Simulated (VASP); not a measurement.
Runs of VASP 6.6.1 on BaTiO3. The structure is that of space group Pm-3m (No. 221), or close to it. The cells are those of the table. 

```tsv
task	potentials or basis	cell	cutoff (eV)	gap on the mesh (eV)	pressure (GPa)
electric field gradients	VASP PAW PBE potentials, release 64 (Ba_sv, Ti_sv, O)	a = 4.008 Å, angles 91.1°, 5 atoms	520	1.63	3.4
electric field gradients	VASP PAW PBE potentials, release 64 (Ba_sv, Ti_sv, O)	a = 4.007 Å, angles 90.6°, 5 atoms	520	1.69	3.3
electric field gradients	VASP PAW PBE potentials, release 64 (Ba_sv, Ti_sv, O)	a = 4.008 Å, angles 91.7°, 5 atoms	520	1.57	3.5
single point	VASP PAW PBE potentials, release 64 (Ba_sv, Ti_sv, O)	a = 4.008 Å, angles 91.1°, 5 atoms	520	1.63	3.4
electric field gradients	VASP PAW PBE potentials, release 64 (Ba_sv, Ti_sv, O)	a = 4.007 Å, angles 89.4°, 5 atoms	520	1.71	3.3
single point	VASP PAW PBE potentials, release 64 (Ba_sv, Ti_sv, O)	a = 4.007 Å, angles 89.4°, 5 atoms	520	1.71	3.3
electric field gradients	VASP PAW PBE potentials, release 64 (Ba_sv, Ti_sv, O_h)	a = 4.007, b = 4.007, c = 4.047 Å, 5 atoms	1000	(a)	1.6
single point	VASP PAW PBE potentials, release 64 (Ba_sv, Ti_sv, O)	a = 4.007 Å, angles 90.6°, 5 atoms	520	1.69	3.3
single point	VASP PAW PBE potentials, release 64 (Ba_sv, Ti_sv, O)	a = 4.008 Å, angles 91.7°, 5 atoms	520	1.57	3.5
single point	VASP PAW PBE potentials, release 64 (Ba_sv, Ti_sv, O)	a = 4.008 Å, angles 88.3°, 5 atoms	520	1.64	3.5
electric field gradients	VASP PAW PBE potentials, release 64 (Ba_sv, Ti_sv, O)	a = 4.008 Å, angles 88.8°, 5 atoms	520	1.68	3.4
single point	VASP PAW PBE potentials, release 64 (Ba_sv, Ti_sv, O)	a = 4.008 Å, angles 88.8°, 5 atoms	520	1.68	3.4
```

Alike in all rows: level PBE; no spin polarisation; k mesh 8 × 8 × 8; smearing fermi-dirac 0.05 eV.

Q: Estimate the missing entries.

A: (a) 1.70.

Caveats: spin-orbit coupling is left out, which moves the levels of the heavy elements; the cell stands under pressure (at least some runs).

A k mesh can miss the band edges, and the runs leave out spin-orbit coupling on Ba.
